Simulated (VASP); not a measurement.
# Mo (Im-3m) in VASP: notebook, part 2 of 2

VASP 6.6.1. The steps go on from the part before.

**5. Relaxation of cell and atoms, PBEsol, target pressure 1 GPa, at which the enthalpy is minimised**

Contents of INCAR:

```
SYSTEM = Mo
  PREC = Accurate
  ENCUT = 600
  EDIFF = 1E-6
  ISMEAR = -1
  SIGMA = 0.1
  LREAL = .FALSE.
  LASPH = .TRUE.
  NELM = 100
  ALGO = Normal
  ISIF = 3
  LWAVE = .FALSE.
  LCHARG = .FALSE.
  GGA = PS
  IBRION = 2
  NSW = 100
  EDIFFG = -0.002
  PSTRESS = 10.0
```

Contents of KPOINTS:

```
Automatic mesh
0
G
  24 24 24
  0 0 0
```

Contents of POSCAR:

```
Mo
1.0
   -1.5649307107      1.5649307107      1.5649307107
    1.5649307107     -1.5649307107      1.5649307107
    1.5649307107      1.5649307107     -1.5649307107
Mo
1
Direct
    0.0000000000      0.0000000000      0.0000000000
```

Potentials or basis: VASP PAW PBE potentials, release 64 (Mo_sv).

Launch:

```console
> cat potpaw_PBE.64/Mo_sv/POTCAR > POTCAR
> mpirun -np 1 vasp_std > vasp.out
```

OUTCAR:

```text
SYSTEM = Mo
   PREC = Accurate
   ENCUT = 600
   EDIFF = 1E-6
   ISMEAR = -1
   LREAL = .FALSE.
   LASPH = .TRUE.
   NELM = 100
   ISIF = 3
   GGA = PS
   IBRION = 2
   NSW = 100
   EDIFFG = -0.002
   PSTRESS = 10.0

 ion  position               nearest neighbor table
   1  0.000  0.000  0.000-

  LATTYP: Found a body centered cubic cell.
 ALAT       =     3.1298614214

  Lattice vectors:

 A1 = (  -1.5649307107,   1.5649307107,   1.5649307107)
 A2 = (   1.5649307107,  -1.5649307107,   1.5649307107)
 A3 = (   1.5649307107,   1.5649307107,  -1.5649307107)

Analysis of symmetry for initial positions (statically):
=====================================================================
 Subroutine PRICEL returns:
 Original cell was already a primitive cell.

 Routine SETGRP: Setting up the symmetry group for a
 body centered cubic supercell.

 Subroutine GETGRP returns: Found 48 space group operations
 (whereof 48 operations were pure point group operations)
 out of a pool of 48 trial point group operations.

The static configuration has the point symmetry O_h .

Analysis of symmetry for dynamics (positions and initial velocities):
=====================================================================
 Subroutine PRICEL returns:
 Original cell was already a primitive cell.

 Routine SETGRP: Setting up the symmetry group for a
 body centered cubic supercell.

 Subroutine GETGRP returns: Found 48 space group operations
 (whereof 48 operations were pure point group operations)
 out of a pool of 48 trial point group operations.

The dynamic configuration has the point symmetry O_h .

 Subroutine INISYM returns: Found 48 space group operations
 (whereof 48 operations are pure point group operations),
 and found     1 'primitive' translations

----------------------------------------------------------------------------------------

                                     Primitive cell

  volume of cell :      15.3301

  direct lattice vectors                    reciprocal lattice vectors
    -1.564930711  1.564930711  1.564930711     0.000000000  0.319502964  0.319502964
     1.564930711 -1.564930711  1.564930711     0.319502964  0.000000000  0.319502964
     1.564930711  1.564930711 -1.564930711     0.319502964  0.319502964  0.000000000

  length of vectors
     2.710539501  2.710539501  2.710539501     0.451845424  0.451845424  0.451845424

  position of ions in fractional coordinates (direct lattice)
     0.000000000  0.000000000  0.000000000

  ion indices of the primitive-cell ions
   primitive index   ion index
                 1           1

----------------------------------------------------------------------------------------

 KPOINTS: Automatic mesh

Automatic generation of k-mesh.
 Grid dimensions read from file:
 generate k-points for:   24   24   24

 Generating k-lattice:

  Cartesian coordinates                     Fractional coordinates (reciprocal lattice)
     0.000000000  0.013312623  0.013312623     0.041666667  0.000000000  0.000000000
     0.013312623  0.000000000  0.013312623     0.000000000  0.041666667  0.000000000
     0.013312623  0.013312623  0.000000000     0.000000000  0.000000000  0.041666667

  Length of vectors
     0.018826893  0.018826893  0.018826893

  Shift w.r.t. Gamma in fractional coordinates (k-lattice)
[... 36 lines left out ...]
   total plane-waves  NPLWV =  13824
   dimension x,y,z NGX =    24 NGY =   24 NGZ =   24
   dimension x,y,z NGXF=    48 NGYF=   48 NGZF=   48
   ions per type =               1
   NGX,Y,Z   is equivalent  to a cutoff of  14.72, 14.72, 14.72 a.u.
   NGXF,Y,Z  is equivalent  to a cutoff of  29.44, 29.44, 29.44 a.u.
 SYSTEM =  Mo
   PREC   = accura    normal or accurate (medium, high low for compatibility)
   ISTART =      0    job   : 0-new  1-cont  2-samecut
   ICHARG =      2    charge: 1-file 2-atom 10-const
   ISPIN  =      1    spin polarized calculation?
   LNONCOLLINEAR =      F non collinear calculations
   LSORBIT =      F    spin-orbit coupling
   LASPH  =      T    aspherical Exc in radial PAW
   ENCUT  =  600.0 eV  44.10 Ry    6.64 a.u.   5.41  5.41  5.41*2*pi/ulx,y,z
   NELM   =    100;   NELMIN=  2; NELMDL= -5     # of ELM steps
   EDIFF  = 0.1E-05   stopping-criterion for ELM
   LREAL  =      F    real-space projection
   EDIFFG = -.2E-02   stopping-criterion for IOM
   NSW    =    100    number of steps for IOM
   IBRION =      2    ionic relax: 0-MD 1-quasi-New 2-CG
   NFREE  =      1    steps in history (QN), initial steepest desc. (CG)
   ISIF   =      3    stress and relaxation
   ISYM   =      2    0-nonsym 1-usesym 2-fastsym
   POTIM  = 0.5000    time-step for ionic-motion
   TEBEG  =    0.0;   TEEND  =   0.0 temperature during run
   PSTRESS=   10.0 pullay stress
   NELECT =      14.0000    total number of electrons
   NUPDOWN=      -1.0000    fix difference up-down
   EMIN   =  10.00;   EMAX   =-10.00  energy-range for DOS
   EFERMI =   0.00;   METHOD = LEGACY
   ISMEAR =    -1;   SIGMA  =   0.10  broadening in eV -4-tet -1-fermi 0-gaus
   EFERMI_NEDOS =   21; number of points for ismear=-14 and -15
   IALGO  =     38    algorithm
   IMIX   =      4    mixing-type and parameters
     AMIX     =   0.40;   BMIX     =  1.00
     AMIX_MAG =   1.60;   BMIX_MAG =  1.00
  volume/ion in A,a.u.               =      15.33       103.45
  Fermi-wavevector in a.u.,A,eV,Ry     =   1.588312  3.001474 34.323880  2.522734
  Thomas-Fermi vector in A             =   2.687335
   LORBIT       =      0    0 simple, 1 ext, 2 COOP (PROOUT), +10 PAW based schemes
   GGA     = PS    functional components
   LHFCALC =     F    Hartree Fock is set to
   AEXX    =    0.0000 exact exchange contribution
   IVDW    =     0    specifies the selected vdW correction
   LEPSILON=     F    determine dielectric tensor
   LRPA    =     F    only Hartree local field effects (RPA)
 conjugate gradient relaxation of ions
 non-spin polarized calculation
  energy-cutoff  :      600.00
  volume of cell :       15.33
 maximum number of plane-waves:       535
 NGX is ok and might be reduce to    24
   NGX = 11   NGY = 11   NGZ = 11

--------------------------------------- Ionic step        1  -------------------------------------------

 number of electron      14.0000000 magnetization

 Free energy of the ion-electron system (eV)
  ---------------------------------------------------
  ext. energy  EPLUGINS =         0.00000000
  ---------------------------------------------------
  free energy    TOTEN  =       -11.78864781 eV

  energy without entropy =      -11.76752564  energy(sigma->0) =      -11.77808673

------------------------ aborting loop because EDIFF is reached ----------------------------------------

  FORCE on cell =-STRESS in cart. coord.  units (eV):
  Direction    XX          YY          ZZ          XY          YZ          ZX
  --------------------------------------------------------------------------------------
  -------------------------------------------------------------------------------------
  Total        0.0445066      0.0445066      0.0445066     -0.0000000     -0.0000000      0.0000000
  in kB        4.6514658      4.6514658      4.6514658     -0.0000000     -0.0000000      0.0000000
  external PRESSURE =      -5.3485342 kB  Pullay stress =      10.0000000 kB
[... 61 lines left out ...]
--------------------------------------- Ionic step        3  -------------------------------------------

 number of electron      14.0000000 magnetization

 Free energy of the ion-electron system (eV)
  ---------------------------------------------------
  ext. energy  EPLUGINS =         0.00000000
  ---------------------------------------------------
  free energy    TOTEN  =       -11.78851532 eV

  energy without entropy =      -11.76741630  energy(sigma->0) =      -11.77796581

 E-fermi :  12.8285     XC(G=0): -13.6495

 val. band max:       12.8284966005   @ k =  -0.1667   0.2083   0.0833
 cond. band min:      12.8310322283   @ k =  -0.2083   0.2500   0.0833
 fundamental gap:      0.0025356278
 Fermi energy:        12.8285109453

 k-point     1 :       0.0000    0.0000    0.0000
  band No.  band energies     occupation
      1     -48.3842      2.00000
      2     -21.6208      2.00000
      3     -21.6208      2.00000
      4     -21.6208      2.00000
      5       5.4570      2.00000
      6      11.4031      2.00000
      7      11.4031      2.00000
      8      11.4031      2.00000
      9      14.4986      0.00000
     10      14.4986      0.00000
     11      27.6509      0.00000
[... 309 lines left out ...]
 k-point    24 :       0.4583    0.0417    0.0000
  band No.  band energies     occupation
      1     -48.0931      2.00000
      2     -23.1158      2.00000
      3     -22.1051      2.00000
      4     -21.6454      2.00000
      5       7.3916      2.00000
      6       9.3215      2.00000
      7      14.0646      0.00001
      8      14.5426      0.00000
      9      15.4171      0.00000
     10      17.8434      0.00000
     11      24.7555      0.00000

 [... further k-points ...]
[... 5 lines left out ...]
  --------------------------------------------------------------------------------------
  -------------------------------------------------------------------------------------
  Total        0.0966886      0.0966886      0.0966886     -0.0000000      0.0000000      0.0000000
  in kB       10.1243245     10.1243245     10.1243245     -0.0000000      0.0000000      0.0000000
  external PRESSURE =       0.1243245 kB  Pullay stress =      10.0000000 kB
[... 20 lines left out ...]
  energy  without entropy=      -11.7674162958  energy(sigma->0) =      -11.77796581

  enthalpy is  TOTEN    =       -11.6930140409 eV   P V=        0.0955012748

 reached required accuracy - stopping structural energy minimisation
```

OSZICAR:

```text
N       E                     dE             d eps       ncg     rms          rms(c)
DAV:   1     0.997965689009E+02    0.99797E+02   -0.89698E+03  9118   0.145E+03
DAV:   2    -0.110434105646E+02   -0.11084E+03   -0.10713E+03  9848   0.365E+02
[... 16 lines left out ...]
   2 F= -.11692600E+02 E0= -.11682083E+02  d E =0.364846E-03
       N       E                     dE             d eps       ncg     rms          rms(c)
DAV:   1    -0.117937990756E+02   -0.62235E-02   -0.13355E-01  9527   0.525E+00    0.840E-01
DAV:   2    -0.117888586943E+02    0.49404E-02   -0.10473E-02  9437   0.130E+00    0.141E-01
DAV:   3    -0.117884896263E+02    0.36907E-03   -0.15266E-03  9905   0.491E-01    0.125E-01
DAV:   4    -0.117885156843E+02   -0.26058E-04   -0.28243E-05  9522   0.625E-02    0.660E-03
DAV:   5    -0.117885153157E+02    0.36862E-06   -0.21158E-06  9745   0.180E-02
   3 F= -.11693014E+02 E0= -.11682465E+02  d E =-.492207E-04
```

Wall time 69 s (1 thread of Intel Xeon Platinum 8488C (Sapphire Rapids), shared host); peak memory 0.22 GiB.

Results:

```
Free energy                                            : -11.7885 eV
Relaxed volume                                         : 15.30 Å³/atom
Relaxed cell                                           : a = 2.709 Å, b = 2.709 Å, c = 2.709 Å, α = 109.47°, β = 109.47°, γ = 109.47°
Space group after relaxing (to 0.05 Å)                 : Im-3m (No. 229)
Energy change on relaxing (the enthalpy is what falls) : +0.1 meV/atom
Ionic steps                                            : 3
Pressure after relaxing                                : 1.0 GPa
Band gap on the k mesh                                 : zero (band 7 reaches 16.95 eV, above the bottom of band 8 at 11.40 eV)
```

Step by step:
```tsv
step	energy change (eV)	largest force (eV/Å)	pressure (GPa)	volume (Å³)
1	0.0000	0.0000	0.47	15.33
2	0.0011	0.0000	2.59	15.22
3	0.0001	0.0000	1.01	15.30
```

Final structure:
```
CELL_PARAMETERS angstrom
-1.56394 1.56394 1.56394
1.56394 -1.56394 1.56394
1.56394 1.56394 -1.56394
ATOMIC_POSITIONS crystal
Mo 0.00000 0.00000 0.00000
```

Caveat: the cell is relaxed towards a set pressure, so the enthalpy falls and the energy may rise; the PAW data sets were made with another functional, which shifts forces and pressure a little.

**6. Relaxation of cell and atoms, PBEsol, target pressure 2 GPa, at which the enthalpy is minimised**

Contents of INCAR:

```
PREC     = Accurate       # precision mode
ENCUT    = 600            # plane-wave cutoff, eV
EDIFF    = 1E-6           # SCF threshold, eV
ISMEAR   = -1             # smearing method
SIGMA    = 0.1            # smearing width, eV
LREAL    = False          # projectors in reciprocal space
LASPH    = True           # aspherical terms in the spheres
NELM     = 60             # most SCF steps
ALGO     = Normal         # electronic algorithm
ISIF     = 3              # what is computed and relaxed
LWAVE    = False          # write WAVECAR
LCHARG   = False          # write CHGCAR
GGA      = PS             # functional
IBRION   = 2              # ionic algorithm
NSW      = 100            # ionic steps
EDIFFG   = -0.002         # ionic threshold
PSTRESS  = 20.0
```

Contents of KPOINTS:

```
Automatic mesh
0
Gamma
  24 24 24
```

POSCAR is that of step 5.

Potentials or basis: VASP PAW PBE potentials, release 64 (Mo_sv).

Launch:

```console
> cat potpaw_PBE.64/Mo_sv/POTCAR > POTCAR
> mpirun -np 1 vasp_std > vasp.out
```

It took 71 s on 1 thread of Intel Xeon Platinum 8488C (Sapphire Rapids), shared host; peak memory 0.22 GiB.

The run converged. Its results:

```
Free energy                                            : -11.7880 eV
Relaxed volume                                         : 15.25 Å³/atom
Relaxed cell                                           : a = 2.706 Å, b = 2.706 Å, c = 2.706 Å, α = 109.47°, β = 109.47°, γ = 109.47°
Space group after relaxing (to 0.05 Å)                 : Im-3m (No. 229)
Energy change on relaxing (the enthalpy is what falls) : +0.6 meV/atom
Ionic steps                                            : 3
Pressure after relaxing                                : 2.0 GPa
Band gap on the k mesh                                 : zero (band 7 reaches 17.02 eV, above the bottom of band 8 at 11.45 eV)
```

Step by step:
```
step  energy change (eV)  largest force (eV/Å)  pressure (GPa)  volume (Å³)
   1              0.0000                0.0000            0.47        15.33
   2              0.0072                0.0000            6.73        15.01
   3              0.0006                0.0000            1.99        15.25
```

Final structure:
```yaml
crystal:
  lattice:
    - [-1.56216, 1.56216, 1.56216]
    - [1.56216, -1.56216, 1.56216]
    - [1.56216, 1.56216, -1.56216]
  atoms:
    - { symbol: Mo, position: [0.00000, 0.00000, 0.00000] }
```

Levels at points of the mesh, in eV from the Fermi level:
```csv
k point,band 3,band 4,band 5,band 6,band 7,band 8,band 9,band 10,band 11
"(0.00, 0.00, 0.00)",-34.44,-34.44,-7.38,-1.43,-1.43,-1.43,1.68,1.68,14.83
"(0.50, 0.00, 0.00)",-34.93,-34.46,-5.52,-3.55,1.68,1.72,2.37,4.94,11.96
"(0.50, 0.50, 0.50)",-35.49,-35.49,-5.68,-5.68,4.14,4.14,4.14,9.20,9.20
```

Caveat: the cell is relaxed towards a set pressure, so the enthalpy falls and the energy may rise; the PAW data sets were made with another functional, which shifts forces and pressure a little.

**7. The runs side by side**

```csv
task,cell,cutoff (eV),gap on the mesh (eV),pressure (GPa)
single point,"a = 2.711 Å, angles 109.5°, 1 atom",520,none,0.6
single point,"a = 2.707 Å, angles 109.5°, 1 atom",520,none,1.6
single point,"a = 2.704 Å, angles 109.5°, 1 atom",520,none,2.5
relaxation of cell and atoms,"relaxed to 1 GPa from a = 2.711 Å, angles 109.5°, 1 atom",600,none,1.0
relaxation of cell and atoms,"relaxed to 2 GPa from a = 2.711 Å, angles 109.5°, 1 atom",600,none,2.0
```

Alike in all rows: level PBEsol; potentials or basis VASP PAW PBE potentials, release 64 (Mo_sv); no spin polarisation; k mesh 24 × 24 × 24; smearing fermi-dirac 0.1 eV.

Caveats: the PAW data sets were made with another functional, which shifts forces and pressure a little; the cell is relaxed towards a set pressure, so the enthalpy falls and the energy may rise (some runs).

Total energies depend on the potentials used, so only differences within one code and one set of settings carry meaning.
